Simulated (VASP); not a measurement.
A run of VASP 6.6.1 is set up as follows.

The input INCAR:

```
ALGO = Normal
EDIFF = 1E-6
ENCUT = 520
GGA = PS
ISIF = 2
ISMEAR = 0
LASPH = True
LCHARG = False
LREAL = False
LWAVE = False
NBANDS = 12
NELM = 80
PREC = Accurate
SIGMA = 0.15
```

The input KPOINTS:

```
k-points
0
Gamma
  18 18 18
```

Contents of POSCAR:

```
As
1.0
    1.9079456994      1.1015529631      3.5903431000
   -1.9079456994      1.1015529631      3.5903431000
    0.0000000000     -2.2031059263      3.5903431000
As
2
Direct
    0.2275400000      0.2275400000      0.2275400000
    0.7724600000      0.7724600000      0.7724600000
```

Potentials or basis: VASP PAW PBE potentials, release 64 (As).

Run with:

```sh
$ cat potpaw_PBE.64/As/POTCAR > POTCAR
$ mpirun -np 1 vasp_std > vasp.out
```

What does it give for the band gap on the k mesh?

Zero (bands 5 and 6 overlap by 0.53 eV).

What does it give for the pressure?

-3.5 GPa.

Predict the largest force.

0.205 eV/Å.

Stress tensor (GPa, compression positive):
```
-3.34  0.00  0.00
 0.00 -3.34  0.00
 0.00  0.00 -3.70
```

Caveat: the cell differs from its parent crystal (strain +0.015 along x and y, +0.030 along z); the cell stands under tension; the PAW data sets were made with another functional, which shifts forces and pressure a little.
